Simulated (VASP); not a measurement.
Here is a VASP 6.6.1 calculation.

Contents of INCAR:

```
PREC = Accurate
ENCUT = 520
EDIFF = 1E-6
ISMEAR = -1
SIGMA = 0.03
LREAL = F
LASPH = T
NELM = 80
ALGO = Normal
ISIF = 2
LWAVE = F
LCHARG = F
GGA = CA
NBANDS = 16
```

KPOINTS

```
Automatic mesh
0
Gamma
  7 7 7
```

Contents of POSCAR:

```
AgCl
1.0
    0.0000000000      2.7350000000      2.7350000000
    2.7350000000      0.0000000000      2.7350000000
    2.7350000000      2.7350000000      0.0000000000
Ag Cl
1 1
Direct
   -0.1050000000     -0.1050000000      0.1050000000
    0.6050000000      0.6050000000      0.3950000000
```

Potentials or basis: VASP PAW LDA potentials, release 64 (Ag, Cl).

Launch:

```bash
$ cat potpaw_LDA.64/Ag/POTCAR potpaw_LDA.64/Cl/POTCAR > POTCAR
$ mpirun -np 1 vasp_std > vasp.out
```

(1) Predict the largest force.

(2) What does it give for the pressure?

(3) Estimate the band gap on the k mesh.

## Answers

(1) 42.313 eV/Å.

(2) 87.3 GPa.

(3) 1.83 eV, indirect (least direct gap 2.15 eV).

Caveat: the cell differs from its parent crystal (shortest bond scaled by 0.58); forces of over 1 eV/Å act on the atoms, so gaps and moduli don't describe the material at rest.
